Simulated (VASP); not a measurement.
# NaCl (F-43m) in VASP: single point with r2SCAN

Aim: the single point of NaCl with r2SCAN.

Program: VASP 6.6.1. These are calculated values, not measurements. Logs are shortened: lines on timing, memory, paths and dates and some standing lists are left out, and cuts for length are marked.

**1. The cell of the first run**

Symmetry: F-43m, No. 216, cubic system. The conventional cell has a = 5.961 Å, b = 5.961 Å, c = 5.961 Å, α = 90.00°, β = 90.00°, γ = 90.00°. Within 3.4 Å of Na (site symmetry -43m) lie 4 Cl at 2.58 Å. Within 3.4 Å of Cl (site symmetry -43m) lie 4 Na at 2.58 Å.

**2. Single point, r2SCAN (strain -3.5%)**

POSCAR

```
NaCl
1.0
    0.0000000000      2.9804531401      2.9804531401
    2.9804531401      0.0000000000      2.9804531401
    2.9804531401      2.9804531401      0.0000000000
Na Cl
1 1
Direct
    0.0000000000      0.0000000000      0.0000000000
    0.2500000000      0.2500000000      0.2500000000
```

INCAR.step1

```
PREC     = Accurate       # precision mode
ENCUT    = 1250           # plane-wave cutoff, eV
ISMEAR   = 0              # smearing method
SIGMA    = 0.01           # smearing width, eV
LREAL    = False          # projectors in reciprocal space
LASPH    = True           # aspherical terms in the spheres
NELM     = 120            # most SCF steps
NBANDS   = 15             # bands
GGA      = PE             # functional
ALGO     = Normal         # electronic algorithm
EDIFF    = 1E-5           # SCF threshold, eV
LWAVE    = True           # write WAVECAR
LCHARG   = False          # write CHGCAR
GGA_COMPAT= False
```

INCAR.step2

```
PREC     = Accurate       # precision mode
ENCUT    = 1250           # plane-wave cutoff, eV
EDIFF    = 1E-6           # SCF threshold, eV
ISMEAR   = 0              # smearing method
SIGMA    = 0.01           # smearing width, eV
LREAL    = False          # projectors in reciprocal space
LASPH    = True           # aspherical terms in the spheres
NELM     = 120            # most SCF steps
ALGO     = Normal         # electronic algorithm
ISIF     = 2              # what is computed and relaxed
LWAVE    = False          # write WAVECAR
LCHARG   = True           # write CHGCAR
METAGGA  = R2SCAN         # meta-GGA
LMIXTAU  = True         
LELF     = True           # ELF
LVHAR    = True         
NBANDS   = 15             # bands
ISTART   = 1            
GGA_COMPAT= False
```

KPOINTS

```
regular mesh
0
Gamma
  8 8 8
```

Potentials or basis: VASP PAW PBE potentials, release 64 (Na_sv, Cl).

Run with:

```bash
cat potpaw_PBE.64/Na_sv/POTCAR potpaw_PBE.64/Cl/POTCAR > POTCAR
cp INCAR.step1 INCAR
mpirun -np 1 vasp_std > vasp.out
cp INCAR.step2 INCAR
mpirun -np 1 vasp_std > vasp.out
```

OUTCAR:

```text
PREC = Accurate
   ENCUT = 1250
   EDIFF = 1E-6
   ISMEAR = 0
   LREAL = False
   LASPH = True
   NELM = 120
   ISIF = 2
   METAGGA = R2SCAN
   ISTART = 1

 ion  position               nearest neighbor table
   1  0.000  0.000  0.000-
   2  0.250  0.250  0.250-

  LATTYP: Found a face centered cubic cell.
 ALAT       =     5.9609062802

  Lattice vectors:

 A1 = (   0.0000000000,   2.9804531401,   2.9804531401)
 A2 = (   2.9804531401,   0.0000000000,   2.9804531401)
 A3 = (   2.9804531401,   2.9804531401,   0.0000000000)

Analysis of symmetry for initial positions (statically):
=====================================================================
 Subroutine PRICEL returns:
 Original cell was already a primitive cell.

 Routine SETGRP: Setting up the symmetry group for a
 face centered cubic supercell.

 Subroutine GETGRP returns: Found 24 space group operations
 (whereof 24 operations were pure point group operations)
 out of a pool of 48 trial point group operations.

The static configuration has the point symmetry T_d .

Analysis of symmetry for dynamics (positions and initial velocities):
=====================================================================
 Subroutine PRICEL returns:
 Original cell was already a primitive cell.

 Routine SETGRP: Setting up the symmetry group for a
 face centered cubic supercell.

 Subroutine GETGRP returns: Found 24 space group operations
 (whereof 24 operations were pure point group operations)
 out of a pool of 48 trial point group operations.

The dynamic configuration has the point symmetry T_d .

 Subroutine INISYM returns: Found 24 space group operations
 (whereof 24 operations are pure point group operations),
 and found     1 'primitive' translations

----------------------------------------------------------------------------------------

                                     Primitive cell

  volume of cell :      52.9513

  direct lattice vectors                    reciprocal lattice vectors
     0.000000000  2.980453140  2.980453140    -0.167759725  0.167759725  0.167759725
     2.980453140  0.000000000  2.980453140     0.167759725 -0.167759725  0.167759725
     2.980453140  2.980453140  0.000000000     0.167759725  0.167759725 -0.167759725

  length of vectors
     4.214997253  4.214997253  4.214997253     0.290568368  0.290568368  0.290568368

  position of ions in fractional coordinates (direct lattice)
     0.000000000  0.000000000  0.000000000
     0.250000000  0.250000000  0.250000000

  ion indices of the primitive-cell ions
   primitive index   ion index
                 1           1
                 2           2

----------------------------------------------------------------------------------------

 KPOINTS: regular mesh

Automatic generation of k-mesh.
 Grid dimensions read from file:
 generate k-points for:    8    8    8

 Generating k-lattice:

  Cartesian coordinates                     Fractional coordinates (reciprocal lattice)
    -0.020969966  0.020969966  0.020969966     0.125000000  0.000000000  0.000000000
     0.020969966 -0.020969966  0.020969966     0.000000000  0.125000000  0.000000000
     0.020969966  0.020969966 -0.020969966     0.000000000  0.000000000  0.125000000

  Length of vectors
     0.036321046  0.036321046  0.036321046

  Shift w.r.t. Gamma in fractional coordinates (k-lattice)
     0.000000000  0.000000000  0.000000000

 Subroutine IBZKPT returns following result:
 ===========================================

 Found     29 irreducible k-points:

 Following reciprocal coordinates:
            Coordinates               Weight
  0.000000  0.000000  0.000000      1.000000
  0.125000  0.000000  0.000000      8.000000
  0.250000  0.000000  0.000000      8.000000
  0.375000  0.000000  0.000000      8.000000
  0.500000  0.000000  0.000000      4.000000
  0.125000  0.125000  0.000000      6.000000
[... 16 lines left out ...]
  0.500000  0.250000  0.125000     48.000000
 -0.375000  0.250000  0.125000     24.000000
 [... further k-points ...]
   k-points           NKPTS =     29   k-points in BZ     NKDIM =     29   number of bands    NBANDS=     15
   number of dos      NEDOS =    301   number of ions     NIONS =      2
   total plane-waves  NPLWV = 125000
   dimension x,y,z NGX =    50 NGY =   50 NGZ =   50
   dimension x,y,z NGXF=   100 NGYF=  100 NGZF=  100
   ions per type =               1   1
   NGX,Y,Z   is equivalent  to a cutoff of  19.72, 19.72, 19.72 a.u.
   NGXF,Y,Z  is equivalent  to a cutoff of  39.44, 39.44, 39.44 a.u.
 SYSTEM =  unknown system
   PREC   = accura    normal or accurate (medium, high low for compatibility)
   ISTART =      1    job   : 0-new  1-cont  2-samecut
   ICHARG =      0    charge: 1-file 2-atom 10-const
   ISPIN  =      1    spin polarized calculation?
   LNONCOLLINEAR =      F non collinear calculations
   LSORBIT =      F    spin-orbit coupling
   LASPH  =      T    aspherical Exc in radial PAW
   ENCUT  = 1250.0 eV  91.87 Ry    9.59 a.u.  12.15 12.15 12.15*2*pi/ulx,y,z
   NELM   =    120;   NELMIN=  2; NELMDL=  0     # of ELM steps
   EDIFF  = 0.1E-05   stopping-criterion for ELM
   LREAL  =      F    real-space projection
   EDIFFG = 0.1E-04   stopping-criterion for IOM
   NSW    =      0    number of steps for IOM
   IBRION =     -1    ionic relax: 0-MD 1-quasi-New 2-CG
   NFREE  =      0    steps in history (QN), initial steepest desc. (CG)
   ISIF   =      2    stress and relaxation
   ISYM   =      2    0-nonsym 1-usesym 2-fastsym
   POTIM  = 0.5000    time-step for ionic-motion
   TEBEG  =    0.0;   TEEND  =   0.0 temperature during run
   PSTRESS=    0.0 pullay stress
   NELECT =      16.0000    total number of electrons
   NUPDOWN=      -1.0000    fix difference up-down
   EMIN   =  10.00;   EMAX   =-10.00  energy-range for DOS
   EFERMI =   0.00;   METHOD = LEGACY
   ISMEAR =     0;   SIGMA  =   0.01  broadening in eV -4-tet -1-fermi 0-gaus
   EFERMI_NEDOS =   21; number of points for ismear=-14 and -15
   IALGO  =     38    algorithm
   IMIX   =      4    mixing-type and parameters
     AMIX     =   0.40;   BMIX     =  1.00
     AMIX_MAG =   1.60;   BMIX_MAG =  1.00
  volume/ion in A,a.u.               =      26.48       178.67
  Fermi-wavevector in a.u.,A,eV,Ry     =   1.098557  2.075971 16.419880  1.206827
  Thomas-Fermi vector in A             =   2.234936
   LORBIT       =      0    0 simple, 1 ext, 2 COOP (PROOUT), +10 PAW based schemes
   METAGGA = R2SCAN    functional components
   LHFCALC =     F    Hartree Fock is set to
   AEXX    =    0.0000 exact exchange contribution
   IVDW    =     0    specifies the selected vdW correction
   LEPSILON=     F    determine dielectric tensor
   LRPA    =     F    only Hartree local field effects (RPA)
 non-spin polarized calculation
 Gauss-broadening in eV      SIGMA  =   0.01
  energy-cutoff  :     1250.00
  volume of cell :       52.95
 maximum number of plane-waves:      5360
 NGX is ok and might be reduce to    50
   NGX = 25   NGY = 25   NGZ = 25

 number of electron      15.9999999 magnetization

 Free energy of the ion-electron system (eV)
  ---------------------------------------------------
  ext. energy  EPLUGINS =         0.00000000
  ---------------------------------------------------
  free energy    TOTEN  =       -13.50334176 eV

  energy without entropy =      -13.50334176  energy(sigma->0) =      -13.50334176

 E-fermi :  -2.1289     XC(G=0):  -7.6034

 val. band max:       -2.2171689712   @ k =   0.0000   0.0000   0.0000
 cond. band min:       3.5965972800   @ k =   0.0000   0.0000   0.0000
 fundamental gap:      5.8137662511
 Fermi energy:        -2.1288616129

 k-point     1 :       0.0000    0.0000    0.0000
  band No.  band energies     occupation
      1     -52.8084      2.00000
      2     -23.2370      2.00000
      3     -23.2370      2.00000
      4     -23.2370      2.00000
      5     -15.0202      2.00000
      6      -2.2172      2.00000
      7      -2.2172      2.00000
      8      -2.2172      2.00000
      9       3.5966      0.00000
     10      10.1689      0.00000
     11      10.1689      0.00000
     12      10.1689      0.00000
     13      11.8689      0.00000
     14      11.8689      0.00000
     15      14.7649      0.00000

 k-point     2 :       0.1250    0.0000    0.0000
  band No.  band energies     occupation
      1     -52.8083      2.00000
      2     -23.2407      2.00000
      3     -23.2374      2.00000
      4     -23.2374      2.00000
      5     -14.9909      2.00000
      6      -2.4423      2.00000
      7      -2.2330      2.00000
      8      -2.2330      2.00000
      9       3.9922      0.00000
     10       9.7816      0.00000
     11      10.2691      0.00000
     12      10.2691      0.00000
     13      11.5045      0.00000
     14      11.5045      0.00000
     15      13.8324      0.00000

 k-point     3 :       0.2500    0.0000    0.0000
  band No.  band energies     occupation
      1     -52.8082      2.00000
      2     -23.2494      2.00000
      3     -23.2383      2.00000
      4     -23.2383      2.00000
      5     -14.9194      2.00000
      6      -2.9112      2.00000
      7      -2.2705      2.00000
      8      -2.2705      2.00000
      9       4.9189      0.00000
     10       8.9922      0.00000
     11      10.0182      0.00000
     12      10.0182      0.00000
     13      11.7550      0.00000
     14      11.7550      0.00000
     15      13.1286      0.00000
[... 343 lines left out ...]
 k-point    23 :       0.5000    0.2500    0.1250
  band No.  band energies     occupation
      1     -52.8080      2.00000
      2     -23.2585      2.00000
      3     -23.2433      2.00000
      4     -23.2404      2.00000
      5     -14.8078      2.00000
      6      -3.1983      2.00000
      7      -2.6230      2.00000
      8      -2.3880      2.00000
      9       6.3086      0.00000
     10       7.8702      0.00000
     11       9.0775      0.00000
     12      10.2124      0.00000
     13      12.0755      0.00000
     14      14.2626      0.00000
     15      14.4870      0.00000

 k-point    24 :      -0.3750    0.2500    0.1250
  band No.  band energies     occupation
      1     -52.8079      2.00000
      2     -23.2608      2.00000
      3     -23.2440      2.00000
      4     -23.2409      2.00000
      5     -14.7834      2.00000
      6      -3.2749      2.00000
      7      -2.6684      2.00000
      8      -2.4187      2.00000
      9       6.8168      0.00000
     10       7.3559      0.00000
     11       9.2823      0.00000
     12      10.0812      0.00000
     13      12.7564      0.00000
     14      13.5825      0.00000
     15      14.6079      0.00000

 [... further k-points ...]

------------------------ aborting loop because EDIFF is reached ----------------------------------------

  FORCE on cell =-STRESS in cart. coord.  units (eV):
  Direction    XX          YY          ZZ          XY          YZ          ZX
  --------------------------------------------------------------------------------------
  -------------------------------------------------------------------------------------
  Total        0.8253136      0.8253136      0.8253136      0.0000000     -0.0000000      0.0000000
  in kB       24.9719645     24.9719645     24.9719645      0.0000000     -0.0000000      0.0000000
  external PRESSURE =      24.9719645 kB  Pullay stress =       0.0000000 kB

 VOLUME and BASIS-vectors are now :
 -----------------------------------------------------------------------------
  energy-cutoff  :     1250.00
  volume of cell :       52.95
      direct lattice vectors                 reciprocal lattice vectors
     0.000000000  2.980453140  2.980453140    -0.167759725  0.167759725  0.167759725
     2.980453140  0.000000000  2.980453140     0.167759725 -0.167759725  0.167759725
     2.980453140  2.980453140  0.000000000     0.167759725  0.167759725 -0.167759725

 POSITION                                       TOTAL-FORCE (eV/Angst)
 -----------------------------------------------------------------------------------
      0.00000      0.00000      0.00000         0.000000      0.000000     -0.000000
      1.49023      1.49023      1.49023        -0.000000     -0.000000      0.000000
 -----------------------------------------------------------------------------------
    total drift:                                0.000000      0.000000     -0.000000

  FREE ENERGIE OF THE ION-ELECTRON SYSTEM (eV)
  ---------------------------------------------------
  free  energy   TOTEN  =       -13.5033417617 eV

  energy  without entropy=      -13.5033417617  energy(sigma->0) =      -13.50334176
```

Run time: 3.1 min. Hardware: 1 thread of Intel Xeon 6975P-C (Granite Rapids), shared host; peak memory 0.41 GiB.

Results:

| Item | Value |
| --- | --- |
| Free energy | -13.5033 eV |
| Pressure | 2.5 GPa |
| Band gap on the k mesh | 5.81 eV |

Caveat: the cell differs from its parent crystal (strain -3.5%); the structure was generated, so it needn't be the stable form of NaCl; the PAW data sets were made with another functional, which shifts forces and pressure a little.
